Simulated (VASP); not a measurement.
Wanted: the native input for a VASP 6.6.1 run.

```
Task                   : single point
Functional             : PBEsol
Dispersion             : D3(BJ)
Potentials or basis    : VASP PAW PBE potentials, release 64 (Zn)
Cutoff                 : 520 eV
k mesh                 : 6 × 6 × 6
Occupations            : fermi-dirac, width 0.3 eV
Spin                   : no spin polarisation
Dipole correction      : no
Further INCAR settings : ALGO = Normal; EDIFF = 1e-07; NBANDS = 12
```

The structure of Zn lies in POSCAR:

```
Zn
1.0
   -1.4996411657      1.4996411657      1.4996411657
    1.4996411657     -1.4996411657      1.4996411657
    1.4996411657      1.4996411657     -1.4996411657
Zn
1
Direct
    0.0000000000      0.0000000000      0.0000000000
```

These files were run (other wordings do the same):

INCAR

```
SYSTEM = Zn
PREC = Accurate
ENCUT = 520
EDIFF = 1E-7
ISMEAR = -1
SIGMA = 0.3
LREAL = .FALSE.
LASPH = .TRUE.
NELM = 80
ALGO = Normal
ISIF = 2
LWAVE = .FALSE.
LCHARG = .TRUE.
GGA = PS
IVDW = 12
LELF = .TRUE.
LVHAR = .TRUE.
NBANDS = 12
```

KPOINTS

```
Automatic mesh
0
G
  6 6 6
  0 0 0
```

Potentials or basis: VASP PAW PBE potentials, release 64 (Zn).

Run with:

```sh
$ cat potpaw_PBE.64/Zn/POTCAR > POTCAR
$ mpirun -np 1 vasp_std > vasp.out
```

It gave:

```yaml
Pressure: 2.4 GPa
Band_gap_on_the_k_mesh: zero (band 6 reaches 8.35 eV, above the bottom of band 7 at 3.22 eV)
Dispersion_energy_per_atom: -0.406 eV
```

Caveat: the k points lie up to 0.49 Å⁻¹ apart; the PAW data sets were made with another functional, which shifts forces and pressure a little; pairwise dispersion overbinds metals, which lowers pressure and volume.

Wall time 2.6 s on 1 thread of Intel Xeon 6975P-C, with other jobs on the host, peak memory 0.13 GiB.
